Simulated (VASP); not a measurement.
A run of VASP 6.6.1:

File INCAR:

```
PREC = Accurate ; ENCUT = 520
EDIFF = 1E-6 ; ISMEAR = 0
SIGMA = 0.02 ; LREAL = False
LASPH = True ; NELM = 80
ALGO = Normal ; ISIF = 2
LWAVE = False ; LCHARG = False
GGA = PE ; NBANDS = 12
```

File KPOINTS:

```
regular mesh
0
Gamma
  10 10 10
```

Contents of POSCAR:

```
LiF
1.0
    0.0000000000      2.0737303775      2.0737303775
    2.0737303775      0.0000000000      2.0737303775
    2.0737303775      2.0737303775      0.0000000000
Li F
1 1
Direct
    0.5000000000      0.5000000000      0.5000000000
    0.0000000000      0.0000000000      0.0000000000
```

Potentials or basis: VASP PAW PBE potentials, release 64 (Li_sv, F).

The run is started by

```bash
$ cat potpaw_PBE.64/Li_sv/POTCAR potpaw_PBE.64/F/POTCAR > POTCAR
$ mpirun -np 1 vasp_std > vasp.out
```

Hardware: 1 thread of AMD EPYC 9R45 96-Core Processor (Zen 5), on a shared host.

Problem. Estimate the wall time of this run.

Solution. Wall time 6.2 s on 1 thread of AMD EPYC 9R45 96-Core Processor (Zen 5) (shared host), peak memory 0.1 GiB. Counts: scf iterations 12, k points 47.
